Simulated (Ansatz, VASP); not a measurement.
## Two plane-wave programs on Sb

```
Sb
1.0
    -1.93512    1.93512    1.93512
     1.93512   -1.93512    1.93512
     1.93512    1.93512   -1.93512
Sb
1
Direct
  0.00000 0.00000 0.00000
```

Alike in both runs: task single point; functional RPBE; k mesh 13 × 13 × 13; occupations fermi-dirac, width 0.1 eV; no spin polarisation.

```csv
,VASP,Ansatz
version,VASP 6.6.1,Ansatz 0.2.0
potentials or method,"VASP PAW PBE potentials, release 64 (Sb), cutoff 520 eV","plane waves (420 eV) with PAW, scalar-relativistic"
valence electrons in the cell,5,15
```

Ansatz gave:

| Property | Result |
| --- | --- |
| pressure (GPa) | -2.0 |

Which values does VASP return?

Pressure (GPa): -2.2.

VASP's potentials were made for PBE, not for RPBE. VASP's potentials hold 5 valence electrons a cell and Ansatz's 15, so a difference there can come from the potentials and not from the codes.

Spin-orbit coupling is off throughout.
